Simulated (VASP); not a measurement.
Input of a VASP 6.6.1 run:

INCAR

```
PREC = Accurate
ENCUT = 520
EDIFF = 1E-7
ISMEAR = -1
SIGMA = 0.1
LREAL = F
LASPH = T
NELM = 80
ALGO = Normal
ISIF = 2
LWAVE = F
LCHARG = F
GGA = PE
NBANDS = 10
```

Contents of KPOINTS:

```
regular mesh
0
Gamma
  13 13 13
```

POSCAR

```
Fe
1.0
   -1.4290000000      1.4290000000      1.4290000000
    1.4290000000     -1.4290000000      1.4290000000
    1.4290000000      1.4290000000     -1.4290000000
Fe
1
Direct
    0.0000000000      0.0000000000      0.0000000000
```

Potentials or basis: VASP PAW PBE potentials, release 64 (Fe).

Run with:

```console
$ cat potpaw_PBE.64/Fe/POTCAR > POTCAR
$ mpirun -np 1 vasp_std > vasp.out
```

Q: Predict the pressure.

A: -21.5 GPa.

Q: Predict the band gap on the k mesh.

A: Zero (band 4 reaches 6.40 eV, above the bottom of band 5 at 4.71 eV).

Caveat: the run has no spin polarisation, though such a crystal can be magnetic. Spin polarisation is off, so any magnetic state and its effect on volume and gap are missing.
